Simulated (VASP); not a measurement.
Set up this calculation in VASP 6.6.1, as the native input.

- Task: single point
- Functional: PBE
- Potentials or basis: VASP PAW PBE potentials, release 64 (Sn_d, Te)
- Cutoff: 520 eV
- k mesh: 9 × 9 × 5
- Occupations: fermi-dirac, width 0.1 eV
- Spin: no spin polarisation
- Dipole correction: no
- Further INCAR settings: ALGO = Normal; EDIFF = 1e-07; NBANDS = 28

The structure of SnTe (NiAs type) lies in POSCAR:

```
SnTe
1.0
    4.2419075321      0.0000000000      0.0000000000
   -2.1209537660      3.6735996833      0.0000000000
    0.0000000000      0.0000000000      7.8843668804
Sn Te
2 2
Direct
    0.0000000000      0.0000000000      0.0000000000
    0.0000000000      0.0000000000      0.5000000000
    0.3333333333      0.6666666667      0.2500000000
    0.6666666667      0.3333333333      0.7500000000
```

The input as run:

INCAR

```
ALGO = Normal
EDIFF = 1E-7
ENCUT = 520
GGA = PE
ISIF = 2
ISMEAR = -1
LASPH = T
LCHARG = F
LREAL = F
LWAVE = F
NBANDS = 28
NELM = 80
PREC = Accurate
SIGMA = 0.1
```

KPOINTS

```
k-points
0
Gamma
  9 9 5
```

Potentials or basis: VASP PAW PBE potentials, release 64 (Sn_d, Te).

Launch:

```console
$ cat potpaw_PBE.64/Sn_d/POTCAR potpaw_PBE.64/Te/POTCAR > POTCAR
$ mpirun -np 1 vasp_std > vasp.out
```

Results of the run:

```json
{
  "Pressure": "3.5 GPa",
  "Band gap on the k mesh": "zero (band 20 reaches 7.86 eV, above the bottom of band 21 at 7.01 eV)"
}
```

Caveat: spin-orbit coupling is left out, which moves the levels of the heavy elements.

Run time: 98 s on 1 thread of Intel(R) Xeon(R) 6975P-C (Granite Rapids) (shared host), peak memory 0.3 GiB.
